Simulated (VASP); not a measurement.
# In (Immm) in VASP: a series of runs, part 2 of 2

VASP 6.6.1. The steps go on from the part before.

### Step 3. Single point, PBEsol (strain -0.0100 x Voigt [0, 1, 0, 0, 0, 0])

Input file INCAR:

```
PREC     = Accurate       # precision mode
ENCUT    = 520            # plane-wave cutoff, eV
EDIFF    = 1E-6           # SCF threshold, eV
ISMEAR   = 0              # smearing method
SIGMA    = 0.15           # smearing width, eV
LREAL    = False          # projectors in reciprocal space
LASPH    = True           # aspherical terms in the spheres
NELM     = 80             # most SCF steps
ALGO     = Fast           # electronic algorithm
ISIF     = 2              # what is computed and relaxed
LWAVE    = False          # write WAVECAR
LCHARG   = False          # write CHGCAR
GGA      = PS             # functional
NBANDS   = 12             # bands
```

Input file KPOINTS:

```
regular mesh
0
Gamma
  20 20 20
```

Input file POSCAR:

```
In
1.0
   -1.6261500000      1.6098885000      2.4739500000
    1.6261500000     -1.6098885000      2.4739500000
    1.6261500000      1.6098885000     -2.4739500000
In
1
Direct
    0.0000000000      0.0000000000      0.0000000000
```

Potentials or basis: VASP PAW PBE potentials, release 64 (In_d).

The run is started by

```console
$ cat potpaw_PBE.64/In_d/POTCAR > POTCAR
$ mpirun -np 1 vasp_std > vasp.out
```

OUTCAR:

```text
PREC = Accurate
   ENCUT = 520
   EDIFF = 1E-6
   ISMEAR = 0
   LREAL = False
   LASPH = True
   NELM = 80
   ISIF = 2
   GGA = PS

 ion  position               nearest neighbor table
   1  0.000  0.000  0.000-

  LATTYP: Found a body centered orthorhombic cell.
 ALAT       =     3.2197770000
 B/A-ratio  =     1.0101010101
 C/A-ratio  =     1.5367213319

  Lattice vectors:

 A1 = (   1.6261500000,  -1.6098885000,  -2.4739500000)
 A2 = (  -1.6261500000,   1.6098885000,  -2.4739500000)
 A3 = (   1.6261500000,   1.6098885000,   2.4739500000)

[... 532 lines left out ...]
      5      -6.7585      2.00000
      6       1.2776      2.00000
      7       6.6547      2.00000
      8      14.8952      0.00000
      9      16.4681      0.00000
     10      18.2970      0.00000
     11      19.5965      0.00000
     12      21.2448      0.00000

 [... further k-points ...]
[... 5 lines left out ...]
  --------------------------------------------------------------------------------------
  -------------------------------------------------------------------------------------
  Total       -0.0800703     -0.0646005     -0.1141837      0.0000000      0.0000000      0.0000000
  in kB       -4.9519323     -3.9952037     -7.0616722      0.0000000      0.0000000      0.0000000
  external PRESSURE =      -5.3362694 kB  Pullay stress =       0.0000000 kB

 VOLUME and BASIS-vectors are now :
 -----------------------------------------------------------------------------
  energy-cutoff  :      520.00
  volume of cell :       25.91
      direct lattice vectors                 reciprocal lattice vectors
    -1.626150000  1.609888500  2.473950000     0.000000000  0.310580515  0.202105944
     1.626150000 -1.609888500  2.473950000     0.307474710  0.000000000  0.202105944
     1.626150000  1.609888500 -2.473950000     0.307474710  0.310580515  0.000000000

 POSITION                                       TOTAL-FORCE (eV/Angst)
 -----------------------------------------------------------------------------------
      0.00000      0.00000      0.00000         0.000000      0.000000     -0.000000
 -----------------------------------------------------------------------------------
    total drift:                               -0.000000     -0.000000     -0.000000

  FREE ENERGIE OF THE ION-ELECTRON SYSTEM (eV)
  ---------------------------------------------------
  free  energy   TOTEN  =        -2.9856726759 eV

  energy  without entropy=       -2.9803407725  energy(sigma->0) =       -2.98300672
```

Wall time 3.5 min (1 thread of Intel Xeon 6975P-C (Granite Rapids), shared host); peak memory 0.45 GiB.

What came out:

| Property | Result |
| --- | --- |
| Free energy | -2.9857 eV |
| Pressure | -0.5 GPa |

Stress tensor (GPa, compression positive):
```
-0.50  0.00  0.00
 0.00 -0.40  0.00
 0.00  0.00 -0.71
```

Levels at points of the mesh, in eV from the Fermi level:
| k point | band 4 | band 5 | band 6 | band 7 | band 8 | band 9 |
| --- | --- | --- | --- | --- | --- | --- |
| (0.00, 0.00, 0.00) | -14.43 | -14.32 | -9.63 | 10.46 | 10.76 | 10.77 |
| (0.50, 0.00, 0.00) | -14.23 | -14.18 | -4.26 | -3.41 | 7.52 | 9.16 |
| (0.00, 0.50, 0.00) | -14.23 | -14.20 | -4.38 | -3.44 | 7.51 | 9.37 |
| (0.50, 0.50, 0.00) | -14.21 | -14.12 | -1.98 | -1.61 | 3.50 | 3.96 |
| (0.50, 0.50, 0.50) | -14.18 | -14.18 | -2.99 | -2.74 | 4.64 | 4.93 |

Caveat: the cell differs from its parent crystal (strain -0.0100 x Voigt [0, 1, 0, 0, 0, 0]); the PAW data sets were made with another functional, which shifts forces and pressure a little; spin-orbit coupling is left out, which moves the levels of the heavy elements.

### Step 4. Single point, PBEsol (strain +0.0300 x Voigt [0, 1, 0, 0, 0, 0])

Input file INCAR:

```
SYSTEM = In
PREC     = Accurate       ! precision mode
ENCUT    = 520            ! plane-wave cutoff, eV
EDIFF    = 1E-6           ! SCF threshold, eV
ISMEAR   = 0              ! smearing method
SIGMA    = 0.15           ! smearing width, eV
LREAL    = .FALSE.        ! projectors in reciprocal space
LASPH    = .TRUE.         ! aspherical terms in the spheres
NELM     = 60             ! most SCF steps
ALGO     = Fast           ! electronic algorithm
ISIF     = 2              ! what is computed and relaxed
LWAVE    = .FALSE.        ! write WAVECAR
LCHARG   = .TRUE.         ! write CHGCAR
GGA      = PS             ! functional
LELF     = .TRUE.         ! ELF
LVHAR    = .TRUE.       
NBANDS   = 12             ! bands
```

Input file KPOINTS:

```
Automatic mesh
0
G
  20 20 20
  0 0 0
```

Input file POSCAR:

```
In
1.0
   -1.6261500000      1.6749345000      2.4739500000
    1.6261500000     -1.6749345000      2.4739500000
    1.6261500000      1.6749345000     -2.4739500000
In
1
Direct
    0.0000000000      0.0000000000      0.0000000000
```

The run is started by

```console
$ cat potpaw_PBE.64/In_d/POTCAR > POTCAR
$ mpirun -np 1 vasp_std > vasp.out
```

Run time: 5.5 min. Hardware: 1 thread of Intel Xeon 6975P-C, shared host; peak memory 0.46 GiB.

The run converged. Its results:

* Free energy: -2.9773 eV
* Pressure: -2.0 GPa

Stress tensor (GPa, compression positive):
```
-1.76  0.00  0.00
 0.00 -2.20  0.00
 0.00  0.00 -2.00
```

Levels at points of the mesh, in eV from the Fermi level:
```csv
k point,band 2,band 3,band 4,band 5,band 6,band 7,band 8,band 9,band 10,band 11
"(0.00, 0.00, 0.00)",-14.50,-14.46,-14.38,-14.31,-9.35,9.85,10.27,10.69,11.64,13.43
"(0.50, 0.00, 0.00)",-14.54,-14.45,-14.21,-14.20,-4.47,-3.30,7.54,9.06,11.17,11.36
"(0.00, 0.50, 0.00)",-14.51,-14.48,-14.22,-14.17,-4.14,-3.20,7.52,8.48,10.77,11.57
"(0.50, 0.50, 0.00)",-14.62,-14.22,-14.19,-14.12,-1.92,-1.82,3.56,3.90,6.94,7.30
"(0.50, 0.50, 0.50)",-14.62,-14.20,-14.17,-14.17,-2.81,-2.48,4.10,4.91,7.49,8.33
```

Caveat: the cell differs from its parent crystal (strain +0.0300 x Voigt [0, 1, 0, 0, 0, 0]); the PAW data sets were made with another functional, which shifts forces and pressure a little; spin-orbit coupling is left out, which moves the levels of the heavy elements.

### Step 5. Single point, PBEsol (strain +0.0350 x Voigt [0, 1, 0, 0, 0, 0])

Input file INCAR:

```
SYSTEM = In
PREC = Accurate ; ENCUT = 520
EDIFF = 1E-6 ; ISMEAR = 0
SIGMA = 0.15 ; LREAL = .False.
LASPH = .True. ; NELM = 80
ALGO = Fast ; ISIF = 2
LWAVE = .False. ; LCHARG = .False.
GGA = PS ; NBANDS = 12
```

Input file KPOINTS:

```
regular mesh
0
Gamma
  20 20 20
  0 0 0
```

Input file POSCAR:

```
In
1.0
   -1.6261500000      1.6830652500      2.4739500000
    1.6261500000     -1.6830652500      2.4739500000
    1.6261500000      1.6830652500     -2.4739500000
In
1
Direct
    0.0000000000      0.0000000000      0.0000000000
```

The run is started by

```console
$ cat potpaw_PBE.64/In_d/POTCAR > POTCAR
$ mpirun -np 1 vasp_std > vasp.out
```

Run time: 5.6 min. Hardware: 1 thread of Intel Xeon 6975P-C, shared host; peak memory 0.46 GiB.

The run converged. Its results:

| Property | Result |
| --- | --- |
| Free energy | -2.9754 eV |
| Pressure | -2.1 GPa |

Stress tensor (GPa, compression positive):
```
-1.90  0.00  0.00
 0.00 -2.40  0.00
 0.00  0.00 -2.15
```

Levels at points of the mesh, in eV from the Fermi level:
```tsv
k point	band 4	band 5	band 6	band 7	band 8	band 9
(0.00, 0.00, 0.00)	-14.38	-14.31	-9.32	9.74	10.19	10.71
(0.50, 0.00, 0.00)	-14.20	-14.20	-4.49	-3.29	7.54	9.05
(0.00, 0.50, 0.00)	-14.22	-14.17	-4.11	-3.17	7.52	8.38
(0.50, 0.50, 0.00)	-14.19	-14.12	-1.92	-1.84	3.57	3.89
(0.50, 0.50, 0.50)	-14.17	-14.17	-2.79	-2.45	4.00	4.94
```

Caveat: the cell differs from its parent crystal (strain +0.0350 x Voigt [0, 1, 0, 0, 0, 0]); the PAW data sets were made with another functional, which shifts forces and pressure a little; spin-orbit coupling is left out, which moves the levels of the heavy elements.

### Step 6. Single point, PBEsol (strain +0.0400 x Voigt [0, 1, 0, 0, 0, 0])

Input file INCAR:

```
SYSTEM = In
PREC = Accurate
ENCUT = 520
EDIFF = 1E-6
ISMEAR = 0
SIGMA = 0.15
LREAL = .FALSE.
LASPH = .TRUE.
NELM = 80
ALGO = Fast
ISIF = 2
LWAVE = .FALSE.
LCHARG = .FALSE.
GGA = PS
NBANDS = 12
```

Input file KPOINTS:

```
regular mesh
0
G
  20 20 20
  0 0 0
```

Input file POSCAR:

```
In
1.0
   -1.6261500000      1.6911960000      2.4739500000
    1.6261500000     -1.6911960000      2.4739500000
    1.6261500000      1.6911960000     -2.4739500000
In
1
Direct
    0.0000000000      0.0000000000      0.0000000000
```

Potentials or basis: VASP PAW PBE potentials, release 64 (In_d).

The run is started by

```console
$ cat potpaw_PBE.64/In_d/POTCAR > POTCAR
$ mpirun -np 1 vasp_std > vasp.out
```

Wall time 5.5 min (1 thread of Intel Xeon 6975P-C, shared host); peak memory 0.46 GiB.

It converged, with:

```
Free energy : -2.9734 eV
Pressure    : -2.3 GPa
```

Stress tensor (GPa, compression positive):
```
-2.01  0.00  0.00
 0.00 -2.59  0.00
 0.00  0.00 -2.29
```

Levels at points of the mesh, in eV from the Fermi level:
```csv
k point,band 2,band 3,band 4,band 5,band 6,band 7,band 8,band 9,band 10,band 11
"(0.00, 0.00, 0.00)",-14.49,-14.45,-14.37,-14.30,-9.29,9.64,10.11,10.73,11.68,13.23
"(0.50, 0.00, 0.00)",-14.53,-14.44,-14.20,-14.20,-4.51,-3.28,7.54,9.03,11.19,11.34
"(0.00, 0.50, 0.00)",-14.49,-14.48,-14.22,-14.16,-4.08,-3.15,7.51,8.28,10.68,11.61
"(0.50, 0.50, 0.00)",-14.61,-14.22,-14.19,-14.12,-1.91,-1.87,3.58,3.89,6.91,7.28
"(0.50, 0.50, 0.50)",-14.60,-14.20,-14.17,-14.16,-2.77,-2.42,3.91,4.98,7.27,8.37
```

Caveat: the cell differs from its parent crystal (strain +0.0400 x Voigt [0, 1, 0, 0, 0, 0]); the PAW data sets were made with another functional, which shifts forces and pressure a little; spin-orbit coupling is left out, which moves the levels of the heavy elements.

### Step 7. Overview

| cell | gap on the mesh (eV) | pressure (GPa) |
| --- | --- | --- |
| a = 3.362 Å, angles 122.2, 123.4, 85.2°, 1 atom | none | -0.1 |
| a = 3.370 Å, angles 122.3, 122.9, 85.5°, 1 atom | none | -0.5 |
| a = 3.401 Å, angles 122.9, 121.0, 86.7°, 1 atom | none | -2.0 |
| a = 3.406 Å, angles 123.0, 120.8, 86.8°, 1 atom | none | -2.1 |
| a = 3.410 Å, angles 123.0, 120.5, 87.0°, 1 atom | none | -2.3 |

Alike in all rows: task single point; level PBEsol; potentials or basis VASP PAW PBE potentials, release 64 (In_d); no spin polarisation; k mesh 20 × 20 × 20; cutoff (eV) 520; smearing gaussian 0.15 eV.

Caveats: the PAW data sets were made with another functional, which shifts forces and pressure a little; spin-orbit coupling is left out, which moves the levels of the heavy elements.

Absolute energies hang on the potentials; compare differences alone.
